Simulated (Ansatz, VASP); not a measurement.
**One calculation of Ca, two programs**

File INCAR:

```
PREC = Accurate
ENCUT = 520
EDIFF = 1E-6
ISMEAR = 0
SIGMA = 0.15
LREAL = F
LASPH = T
NELM = 60
ALGO = Fast
ISIF = 2
LWAVE = F
LCHARG = F
GGA = PE
NBANDS = 11
```

The input KPOINTS:

```
regular mesh
0
Gamma
  14 14 14
```

Contents of POSCAR:

```
Ca
1.0
    0.0000000000      2.7942000000      2.7942000000
    2.9059680000      0.0000000000      2.7942000000
    2.9059680000      2.7942000000      0.0000000000
Ca
1
Direct
    0.0000000000      0.0000000000      0.0000000000
```

Input for Ansatz:

```yaml
crystal:
  lattice:
    - [0.0, 2.7942, 2.7942]
    - [2.905968, 0.0, 2.7942]
    - [2.905968, 2.7942, 0.0]
  atoms:
    - { symbol: Ca, position: [0.0, 0.0, 0.0] }
basis:
  ecutwfc: 420
kpoints:
  mp_grid: { grid: [14, 14, 14] }
hamiltonian:
  xc: pbe
scf:
  occupations: { method: gaussian, width: 0.15 }
output:
  forces: true
  stress: true
  eigenvalues: true
  write_density: true
  write_potential: true
  elf: true
  volumetric_format: npy
```

Change from the starting cell: strain +0.0400 x Voigt [1, 0, 0, 0, 0, 0], atoms carried along.

Alike in both runs: task single point; functional PBE; k mesh 14 × 14 × 14; occupations gaussian, width 0.15 eV; no spin polarisation.

|  | VASP | Ansatz |
| --- | --- | --- |
| version | VASP 6.6.1 | Ansatz 0.2.0 |
| potentials or method | VASP PAW PBE potentials, release 64 (Ca_sv), cutoff 520 eV | scalar-relativistic, plane waves, PAW |
| valence electrons in the cell | 10 | 10 |

|  | VASP | Ansatz | Ansatz less VASP |
| --- | --- | --- | --- |
| gap on the k mesh at the Fermi level (eV) | none | none | - |
| pressure (GPa) | -1.1 | -1.1 | 0.00 |
| traceless stress, the component that is largest in VASP (GPa) | -0.23 | -0.23 | 0.000 |

A gap of «none» marks a metal or a gap that the smearing closes.
